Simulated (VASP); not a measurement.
Runs of VASP 6.6.1 on GaSb. The structure is that of space group I-4m2 (No. 119), or close to it. The cells are those of the table. 

```csv
level,potentials or basis,cell,k mesh,gap on the mesh (eV),pressure (GPa)
PBE,"VASP PAW PBE potentials, release 64 (Sb, Ga_d)","a = 4.289 Å, angles 98.2, 98.2, 135.6°, 2 atoms",10 × 10 × 10,none,-2.6
BLYP,"VASP PAW PBE potentials, release 64 (Sb, Ga_d)","a = 4.365 Å, angles 98.1, 98.1, 135.8°, 2 atoms",10 × 10 × 10,none,0.0
PBE,"VASP PAW PBE potentials, release 64 (Sb, Ga_d)","a = 4.206 Å, angles 98.2, 98.2, 135.6°, 2 atoms",10 × 10 × 10,none,0.1
LDA,"VASP PAW LDA potentials, release 64 (Sb, Ga_d)","a = 4.262 Å, angles 98.2, 98.2, 135.6°, 2 atoms",10 × 10 × 10,none,(a)
PBE,"VASP PAW PBE potentials, release 64 (Sb, Ga_d)","a = 4.219 Å, angles 98.1, 98.1, 136.0°, 2 atoms",10 × 10 × 10,none,0.0
PBE,"VASP PAW PBE potentials, release 64 (Sb, Ga_d)","a = 4.149 Å, angles 98.2, 98.2, 135.6°, 2 atoms",10 × 10 × 10,none,2.6
LDA,"VASP PAW LDA potentials, release 64 (Sb, Ga_d)","a = 4.178 Å, angles 98.2, 98.2, 135.6°, 2 atoms",10 × 10 × 10,none,(b)
PBEsol,"VASP PAW PBE potentials, release 64 (Sb, Ga_d)","a = 4.149 Å, angles 98.2, 98.2, 135.6°, 2 atoms",10 × 10 × 10,none,-0.8
RPBE,"VASP PAW PBE potentials, release 64 (Sb, Ga_d)","a = 4.261 Å, angles 98.1, 98.1, 136.0°, 2 atoms",10 × 10 × 10,none,0.0
PBEsol,"VASP PAW PBE potentials, release 64 (Sb, Ga_d)","a = 4.206 Å, angles 98.2, 98.2, 135.6°, 2 atoms",7 × 7 × 7,none,-2.8
PBE,"VASP PAW PBE potentials, release 64 (Sb, Ga_d)","a = 4.178 Å, angles 98.2, 98.2, 135.6°, 2 atoms",10 × 10 × 10,none,1.3
r2SCAN,"VASP PAW PBE potentials, release 64 (Sb, Ga_d)","a = 4.234 Å, angles 98.2, 98.2, 135.6°, 2 atoms",10 × 10 × 10,none,-2.4
```

Alike in all rows: task single point; no spin polarisation; cutoff (eV) 520; smearing fermi-dirac 0.05 eV.

Q: Estimate the missing entries.

A: (a) -5.8; (b) -3.3.

Caveats: spin-orbit coupling is left out, which moves the levels of the heavy elements; the PAW data sets were made with another functional, which shifts forces and pressure a little (some runs).

A k mesh can miss the band edges, and the runs leave out spin-orbit coupling on Ga, Sb.

A gap of «none» marks levels without a gap at the run's occupations.
